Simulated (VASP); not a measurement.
# Cr (Im-3m) in VASP: further runs

Aim: see how the results for Cr move with the level of theory and the settings. Levels: PBE+D3(BJ), PBE. Tasks: single point.

Program: VASP 6.6.1. These are calculated values, not measurements. Logs are shortened: lines on timing, memory, paths and dates and some standing lists are left out, and cuts for length are marked.

## (1) The cell of the first run

It takes space group Im-3m (No. 229, cubic). The conventional cell has a = 2.823 Å, b = 2.823 Å, c = 2.823 Å, α = 90.00°, β = 90.00°, γ = 90.00°. Within 3.2 Å of Cr (site symmetry m-3m) lie 14 Cr at 2.44 to 2.82 Å.

## (2) Single point, PBE+D3(BJ), collinear spin, ferromagnetic start

Input file INCAR:

```
PREC = Accurate
ENCUT = 520
EDIFF = 1E-7
ISMEAR = -1
SIGMA = 0.05
LREAL = False
LASPH = True
NELM = 150
ALGO = Normal
ISIF = 2
LWAVE = False
LCHARG = False
ISPIN = 2
MAGMOM = 3
LORBIT = 11
LMAXMIX = 4
GGA = PE
IVDW = 12
NBANDS = 16
```

Input file KPOINTS:

```
Automatic mesh
0
Gamma
  16 16 16
  0.5 0.5 0.5
```

Input file POSCAR:

```
Cr
1.0
   -1.4113908693      1.4113908693      1.4113908693
    1.4113908693     -1.4113908693      1.4113908693
    1.4113908693      1.4113908693     -1.4113908693
Cr
1
Direct
    0.0000000000      0.0000000000      0.0000000000
```

Potentials or basis: VASP PAW PBE potentials, release 64 (Cr_pv).

Run with:

```sh
> cat potpaw_PBE.64/Cr_pv/POTCAR > POTCAR
> mpirun -np 1 vasp_std > vasp.out
```

OUTCAR:

```text
PREC = Accurate
   ENCUT = 520
   EDIFF = 1E-7
   ISMEAR = -1
   LREAL = False
   LASPH = True
   NELM = 150
   ISIF = 2
   ISPIN = 2
   LORBIT = 11
   GGA = PE
   IVDW = 12
 IVDW          = 12

 ion  position               nearest neighbor table
   1  0.000  0.000  0.000-

  LATTYP: Found a body centered cubic cell.
 ALAT       =     2.8227817386

  Lattice vectors:

 A1 = (  -1.4113908693,   1.4113908693,   1.4113908693)
 A2 = (   1.4113908693,  -1.4113908693,   1.4113908693)
 A3 = (   1.4113908693,   1.4113908693,  -1.4113908693)

Analysis of symmetry for initial positions (statically):
=====================================================================
 Subroutine PRICEL returns:
 Original cell was already a primitive cell.

 Routine SETGRP: Setting up the symmetry group for a
 body centered cubic supercell.

 Subroutine GETGRP returns: Found 48 space group operations
 (whereof 48 operations were pure point group operations)
 out of a pool of 48 trial point group operations.

The static configuration has the point symmetry O_h .

Analysis of symmetry for dynamics (positions and initial velocities):
=====================================================================
 Subroutine PRICEL returns:
 Original cell was already a primitive cell.

 Routine SETGRP: Setting up the symmetry group for a
 body centered cubic supercell.

 Subroutine GETGRP returns: Found 48 space group operations
 (whereof 48 operations were pure point group operations)
 out of a pool of 48 trial point group operations.

The dynamic configuration has the point symmetry O_h .

Analysis of structural, dynamic, and magnetic symmetry:
=====================================================================
 Subroutine PRICEL returns:
 Original cell was already a primitive cell.

 Routine SETGRP: Setting up the symmetry group for a
 body centered cubic supercell.

 Subroutine GETGRP returns: Found 48 space group operations
 (whereof 48 operations were pure point group operations)
 out of a pool of 48 trial point group operations.

The overall configuration has the point symmetry O_h .

 Subroutine INISYM returns: Found 48 space group operations
 (whereof 48 operations are pure point group operations),
 and found     1 'primitive' translations

----------------------------------------------------------------------------------------

                                     Primitive cell

  volume of cell :      11.2461

  direct lattice vectors                    reciprocal lattice vectors
    -1.411390869  1.411390869  1.411390869     0.000000000  0.354260475  0.354260475
     1.411390869 -1.411390869  1.411390869     0.354260475  0.000000000  0.354260475
     1.411390869  1.411390869 -1.411390869     0.354260475  0.354260475  0.000000000

  length of vectors
     2.444600695  2.444600695  2.444600695     0.500999969  0.500999969  0.500999969

  position of ions in fractional coordinates (direct lattice)
     0.000000000  0.000000000  0.000000000

  ion indices of the primitive-cell ions
   primitive index   ion index
                 1           1

----------------------------------------------------------------------------------------

 KPOINTS: Automatic mesh

Automatic generation of k-mesh.
 Grid dimensions read from file:
 generate k-points for:   16   16   16

 Generating k-lattice:

  Cartesian coordinates                     Fractional coordinates (reciprocal lattice)
     0.000000000  0.022141280  0.022141280     0.062500000  0.000000000  0.000000000
     0.022141280  0.000000000  0.022141280     0.000000000  0.062500000  0.000000000
     0.022141280  0.022141280  0.000000000     0.000000000  0.000000000  0.062500000

  Length of vectors
     0.031312498  0.031312498  0.031312498

  Shift w.r.t. Gamma in fractional coordinates (k-lattice)
     0.500000000  0.500000000  0.500000000

 Subroutine IBZKPT returns following result:
 ===========================================

 Found    140 irreducible k-points:

 Following reciprocal coordinates:
            Coordinates               Weight
  0.031250  0.031250  0.031250      8.000000
  0.093750  0.031250  0.031250     24.000000
  0.156250  0.031250  0.031250     24.000000
  0.218750  0.031250  0.031250     24.000000
  0.281250  0.031250  0.031250     24.000000
  0.343750  0.031250  0.031250     24.000000
[... 16 lines left out ...]
 -0.093750  0.156250  0.031250     24.000000
  0.218750  0.218750  0.031250     24.000000
 [... further k-points ...]
   k-points           NKPTS =    140   k-points in BZ     NKDIM =    140   number of bands    NBANDS=     16
   number of dos      NEDOS =    301   number of ions     NIONS =      1
   total plane-waves  NPLWV =   5832
   dimension x,y,z NGX =    18 NGY =   18 NGZ =   18
   dimension x,y,z NGXF=    36 NGYF=   36 NGZF=   36
   ions per type =               1
   NGX,Y,Z   is equivalent  to a cutoff of  12.24, 12.24, 12.24 a.u.
   NGXF,Y,Z  is equivalent  to a cutoff of  24.48, 24.48, 24.48 a.u.
[... 72 lines left out ...]
      3     -31.3444      1.00000
      4       3.6692      1.00000
      5      10.3294      1.00000
      6      10.3294      1.00000
[... 8 lines left out ...]
     15      41.5427      0.00000
     16      43.4128      0.00000

 k-point     2 :       0.0938    0.0312    0.0312
  band No.  band energies     occupation
      1     -31.5150      1.00000
      2     -31.3758      1.00000
      3     -31.3455      1.00000
      4       4.1725      1.00000
      5      10.1276      1.00000
      6      10.2432      1.00000
[... 8 lines left out ...]
     15      40.9349      0.00000
     16      42.7074      0.00000

 k-point     3 :       0.1562    0.0312    0.0312
  band No.  band energies     occupation
      1     -31.6751      1.00000
      2     -31.4286      1.00000
      3     -31.3471      1.00000
      4       4.9394      1.00000
      5       9.8434      1.00000
      6      10.0975      1.00000
[... 8 lines left out ...]
     15      40.9156      0.00000
     16      42.5518      0.00000
[... 362 lines left out ...]
 k-point    23 :      -0.0938    0.1562    0.0312
  band No.  band energies     occupation
      1     -31.5253      1.00000
      2     -31.3932      1.00000
      3     -31.3656      1.00000
      4       4.3356      1.00000
      5      10.1871      1.00000
      6      10.2738      1.00000
[... 8 lines left out ...]
     15      41.1868      0.00000
     16      43.1556      0.00000

 k-point    24 :       0.2188    0.2188    0.0312
  band No.  band energies     occupation
      1     -32.1290      1.00000
      2     -31.6683      1.00000
      3     -31.4378      1.00000
      4       7.7722      1.00000
      5       8.9438      1.00000
      6       9.5076      1.00000
[... 8 lines left out ...]
     15      42.1734      0.00000
     16      46.6561      0.00000

 [... further k-points ...]

 spin component 2

 k-point     1 :       0.0312    0.0312    0.0312
  band No.  band energies     occupation
      1     -31.4025      1.00000
      2     -31.3445      1.00000
      3     -31.3445      1.00000
      4       3.6692      1.00000
      5      10.3294      1.00000
      6      10.3294      1.00000
[... 8 lines left out ...]
     15      41.5427      0.00000
     16      43.4128      0.00000

 k-point     2 :       0.0938    0.0312    0.0312
  band No.  band energies     occupation
      1     -31.5150      1.00000
      2     -31.3759      1.00000
      3     -31.3455      1.00000
      4       4.1725      1.00000
      5      10.1276      1.00000
      6      10.2432      1.00000
[... 8 lines left out ...]
     15      40.9350      0.00000
     16      42.7074      0.00000

 k-point     3 :       0.1562    0.0312    0.0312
  band No.  band energies     occupation
      1     -31.6752      1.00000
      2     -31.4286      1.00000
      3     -31.3472      1.00000
      4       4.9394      1.00000
      5       9.8434      1.00000
      6      10.0975      1.00000
[... 8 lines left out ...]
     15      40.9156      0.00000
     16      42.5518      0.00000
[... 362 lines left out ...]
 k-point    23 :      -0.0938    0.1562    0.0312
  band No.  band energies     occupation
      1     -31.5253      1.00000
      2     -31.3932      1.00000
      3     -31.3656      1.00000
      4       4.3356      1.00000
      5      10.1871      1.00000
      6      10.2738      1.00000
[... 8 lines left out ...]
     15      41.1868      0.00000
     16      43.1556      0.00000

 k-point    24 :       0.2188    0.2188    0.0312
  band No.  band energies     occupation
      1     -32.1290      1.00000
      2     -31.6683      1.00000
      3     -31.4379      1.00000
      4       7.7721      1.00000
      5       8.9438      1.00000
      6       9.5076      1.00000
[... 8 lines left out ...]
     15      42.1734      0.00000
     16      46.6561      0.00000

 [... further k-points ...]

------------------------ aborting loop because EDIFF is reached ----------------------------------------

 Edisp (eV)   -0.50908

 E8    (eV) :    -0.2265

  FORCE on cell =-STRESS in cart. coord.  units (eV):
  Direction    XX          YY          ZZ          XY          YZ          ZX
  --------------------------------------------------------------------------------------
  -------------------------------------------------------------------------------------
  Total      -0.04015    -0.04015    -0.04015     0.00000     0.00000     0.00000
  in kB      -5.71993    -5.71993    -5.71993     0.00000     0.00000     0.00000
  external pressure =       -5.72 kB  Pullay stress =        0.00 kB

 VOLUME and BASIS-vectors are now :
 -----------------------------------------------------------------------------
  energy-cutoff  :      520.00
  volume of cell :       11.25
      direct lattice vectors                 reciprocal lattice vectors
    -1.411390869  1.411390869  1.411390869     0.000000000  0.354260475  0.354260475
     1.411390869 -1.411390869  1.411390869     0.354260475  0.000000000  0.354260475
     1.411390869  1.411390869 -1.411390869     0.354260475  0.354260475  0.000000000

 POSITION                                       TOTAL-FORCE (eV/Angst)
 -----------------------------------------------------------------------------------
      0.00000      0.00000      0.00000         0.000000     -0.000000     -0.000000
 -----------------------------------------------------------------------------------
    total drift:                                0.000000      0.000000      0.000000

  FREE ENERGIE OF THE ION-ELECTRON SYSTEM (eV)
  ---------------------------------------------------
  free  energy   TOTEN  =       -10.0179252465 eV

  energy  without entropy=      -10.0098919116  energy(sigma->0) =      -10.01390858

 total charge

# of ion       s       p       d       tot
------------------------------------------
    1        0.451   6.425   4.242  11.118

 magnetization (x)

# of ion       s       p       d       tot
------------------------------------------
    1        0.000  -0.000  -0.000  -0.000
```

Run time: 20 s. Hardware: 1 thread of Intel Xeon 6975P-C (Granite Rapids), shared host; peak memory 0.16 GiB.

What came out:

```yaml
Free_energy: -10.0179 eV
Pressure: -0.6 GPa
Band_gap_on_the_k_mesh: zero (filled and empty bands overlap)
Net_moment: 0.00 μB per cell
Valence_electrons_inside_the_program's_atomic_spheres: Cr 11.12
Dispersion_energy_per_atom: -0.509 eV
```

Levels at points of the mesh, in eV from the Fermi level:
Spin up:
| k point | band 3 | band 4 | band 5 | band 6 | band 7 | band 8 | band 9 | band 10 |
| --- | --- | --- | --- | --- | --- | --- | --- | --- |
| (0.03, 0.03, 0.03) | -42.74 | -7.72 | -1.06 | -1.06 | -0.77 | 1.09 | 1.09 | 7.08 |
Spin down:
```tsv
k point	band 4	band 5	band 6	band 7	band 8	band 9
(0.03, 0.03, 0.03)	-7.72	-1.06	-1.06	-0.77	1.09	1.09
```

## (3) Single point, PBE, collinear spin, ferromagnetic start

This run uses another cell than the first one, of 11.55 Å³/atom.

Input file INCAR:

```
SYSTEM = Cr
PREC     = Accurate       ! precision mode
ENCUT    = 520            ! plane-wave cutoff, eV
EDIFF    = 1E-6           ! SCF threshold, eV
ISMEAR   = -1             ! smearing method
SIGMA    = 0.05           ! smearing width, eV
LREAL    = .False.        ! projectors in reciprocal space
LASPH    = .True.         ! aspherical terms in the spheres
NELM     = 150            ! most SCF steps
ALGO     = Normal         ! electronic algorithm
ISIF     = 2              ! what is computed and relaxed
LWAVE    = .False.        ! write WAVECAR
LCHARG   = .False.        ! write CHGCAR
ISPIN    = 2              ! spin polarisation
MAGMOM   = 3              ! initial moments
LORBIT   = 11             ! projections on sites
LMAXMIX  = 4              ! l up to which the mixer works
GGA      = PE             ! functional
NBANDS   = 16             ! bands
```

Input file KPOINTS:

```
regular mesh
0
Gamma
  16 16 16
  0 0 0
```

Input file POSCAR:

```
Cr
1.0
   -1.4241212617      1.4241212617      1.4241212617
    1.4241212617     -1.4241212617      1.4241212617
    1.4241212617      1.4241212617     -1.4241212617
Cr
1
Direct
    0.0000000000      0.0000000000      0.0000000000
```

Potentials or basis: VASP PAW PBE potentials, release 64 (Cr_pv).

Run with:

```sh
> cat potpaw_PBE.64/Cr_pv/POTCAR > POTCAR
> mpirun -np 1 vasp_std > vasp.out
```

It took 19 s on 1 thread of Intel Xeon 6975P-C (Granite Rapids), shared host; peak memory 0.15 GiB.

It converged, with:

* Free energy: -9.5204 eV
* Pressure: -0.5 GPa
* Band gap on the k mesh: zero (filled and empty bands overlap)
* Net moment: 0.00 μB per cell
* Valence electrons inside the program's atomic spheres: Cr 11.06

Levels at points of the mesh, in eV from the Fermi level:
Spin up:
```tsv
k point	band 3	band 4	band 5	band 6	band 7	band 8	band 9	band 10
(0.00, 0.00, 0.00)	-42.69	-7.82	-0.88	-0.88	-0.88	1.18	1.18	7.14
(0.50, 0.00, 0.00)	-42.70	-4.39	-2.42	1.15	1.17	1.52	2.87	7.13
(0.50, 0.50, 0.50)	-43.32	-4.27	-4.27	2.47	2.47	2.47	7.13	10.65
```
Spin down:
```tsv
k point	band 3	band 4	band 5	band 6	band 7	band 8	band 9	band 10
(0.00, 0.00, 0.00)	-42.69	-7.82	-0.88	-0.88	-0.88	1.18	1.18	7.14
(0.50, 0.00, 0.00)	-42.70	-4.39	-2.42	1.15	1.17	1.52	2.87	7.13
(0.50, 0.50, 0.50)	-43.32	-4.27	-4.27	2.47	2.48	2.48	7.13	10.65
```

## (4) Single point, PBE, collinear spin, ferromagnetic start

This run uses another cell than the first one, of 11.55 Å³/atom.

Input file INCAR:

```
SYSTEM = Cr
PREC = Accurate
ENCUT = 520
EDIFF = 1E-6
ISMEAR = -1
SIGMA = 0.05
LREAL = .FALSE.
LASPH = .TRUE.
NELM = 150
ALGO = Normal
ISIF = 2
LWAVE = .FALSE.
LCHARG = .TRUE.
ISPIN = 2
MAGMOM = 3
LORBIT = 11
LMAXMIX = 4
GGA = PE
LELF = .TRUE.
LVHAR = .TRUE.
NBANDS = 16
```

Input file KPOINTS:

```
Automatic mesh
0
G
  16 16 16
  0 0 0
```

Input file POSCAR:

```
Cr
1.0
   -1.4238967163      1.4238967163      1.4238967163
    1.4238967163     -1.4238967163      1.4238967163
    1.4238967163      1.4238967163     -1.4238967163
Cr
1
Direct
    0.0000000000      0.0000000000      0.0000000000
```

Run with:

```sh
> cat potpaw_PBE.64/Cr_pv/POTCAR > POTCAR
> mpirun -np 1 vasp_std > vasp.out
```

Wall time 20 s (1 thread of Intel Xeon 6975P-C (Granite Rapids), shared host); peak memory 0.15 GiB.

Results (log left out):

```
Free energy                                           : -9.5204 eV
Pressure                                              : -0.4 GPa
Band gap on the k mesh                                : zero (filled and empty bands overlap)
Net moment                                            : 0.00 μB per cell
Valence electrons inside the program's atomic spheres : Cr 11.06
```

Levels at points of the mesh, in eV from the Fermi level:
Spin up:
```csv
k point,band 3,band 4,band 5,band 6,band 7,band 8,band 9,band 10
"(0.00, 0.00, 0.00)",-42.69,-7.82,-0.88,-0.88,-0.88,1.18,1.18,7.14
"(0.50, 0.00, 0.00)",-42.70,-4.40,-2.42,1.16,1.18,1.52,2.87,7.13
"(0.50, 0.50, 0.50)",-43.32,-4.28,-4.28,2.48,2.48,2.48,7.13,10.65
```
Spin down:
| k point | band 2 | band 3 | band 4 | band 5 | band 6 | band 7 | band 8 | band 9 | band 10 | band 11 |
| --- | --- | --- | --- | --- | --- | --- | --- | --- | --- | --- |
| (0.00, 0.00, 0.00) | -42.69 | -42.69 | -7.82 | -0.88 | -0.88 | -0.88 | 1.18 | 1.18 | 7.14 | 22.34 |
| (0.50, 0.00, 0.00) | -42.98 | -42.70 | -4.40 | -2.42 | 1.16 | 1.18 | 1.52 | 2.87 | 7.13 | 9.96 |
| (0.50, 0.50, 0.50) | -43.32 | -43.32 | -4.28 | -4.28 | 2.48 | 2.48 | 2.48 | 7.13 | 10.65 | 10.65 |

## (5) Single point, PBE, collinear spin, ferromagnetic start

This run uses another cell than the first one, of 11.56 Å³/atom.

Input file INCAR:

```
PREC = Accurate ; ENCUT = 520
EDIFF = 1E-6 ; ISMEAR = -1
SIGMA = 0.05 ; LREAL = F
LASPH = T ; NELM = 150
ALGO = Normal ; ISIF = 2
LWAVE = F ; LCHARG = F
ISPIN = 2 ; MAGMOM = 3
LORBIT = 11 ; LMAXMIX = 4
GGA = PE ; NBANDS = 16
```

Input file KPOINTS:

```
Automatic mesh
0
Gamma
  16 16 16
  0.5 0.5 0.5
```

Input file POSCAR:

```
Cr
1.0
   -1.4244006069      1.4244006069      1.4244006069
    1.4244006069     -1.4244006069      1.4244006069
    1.4244006069      1.4244006069     -1.4244006069
Cr
1
Direct
    0.0000000000      0.0000000000      0.0000000000
```

Run with:

```sh
> cat potpaw_PBE.64/Cr_pv/POTCAR > POTCAR
> mpirun -np 1 vasp_std > vasp.out
```

Run time: 18 s. Hardware: 1 thread of Intel Xeon 6975P-C (Granite Rapids), shared host; peak memory 0.15 GiB.

Results (log left out):

* Free energy: -9.5151 eV
* Pressure: -0.5 GPa
* Band gap on the k mesh: zero (filled and empty bands overlap)
* Net moment: 0.00 μB per cell
* Valence electrons inside the program's atomic spheres: Cr 11.05

Levels at points of the mesh, in eV from the Fermi level:
Spin up:
| k point | band 4 | band 5 | band 6 | band 7 | band 8 | band 9 |
| --- | --- | --- | --- | --- | --- | --- |
| (0.03, 0.03, 0.03) | -7.62 | -1.02 | -1.02 | -0.74 | 1.06 | 1.06 |
Spin down:
```tsv
k point	band 4	band 5	band 6	band 7	band 8	band 9
(0.03, 0.03, 0.03)	-7.62	-1.02	-1.02	-0.74	1.06	1.06
```
